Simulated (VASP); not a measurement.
Here is a VASP 6.6.1 calculation.

Contents of INCAR:

```
SYSTEM = MgO
ALGO = Normal
EDIFF = 1E-6
ENCUT = 840
GGA = PE
GGA_COMPAT = .False.
ISIF = 2
ISMEAR = 0
LASPH = .True.
LCHARG = .True.
LELF = .True.
LREAL = .False.
LVHAR = .True.
LWAVE = .False.
NBANDS = 15
NELM = 120
PREC = Accurate
SIGMA = 0.01
```

Contents of KPOINTS:

```
k-points
0
Gamma
  8 8 8
  0 0 0
```

File POSCAR:

```
MgO
1.0
    0.0000000000      2.1362466030      2.1362466030
    2.1362466030      0.0000000000      2.1362466030
    2.1362466030      2.1362466030      0.0000000000
Mg O
1 1
Direct
    0.0000000000      0.0000000000      0.0000000000
    0.5000000000      0.5000000000      0.5000000000
```

Potentials or basis: VASP PAW PBE potentials, release 64 (Mg_sv, O).

Launch:

```sh
$ cat potpaw_PBE.64/Mg_sv/POTCAR potpaw_PBE.64/O/POTCAR > POTCAR
$ mpirun -np 1 vasp_std > vasp.out
```

(1) What does it give for the band gap on the k mesh?

(2) Predict the pressure.

## Answers

(1) 4.34 eV.

(2) -1.9 GPa.
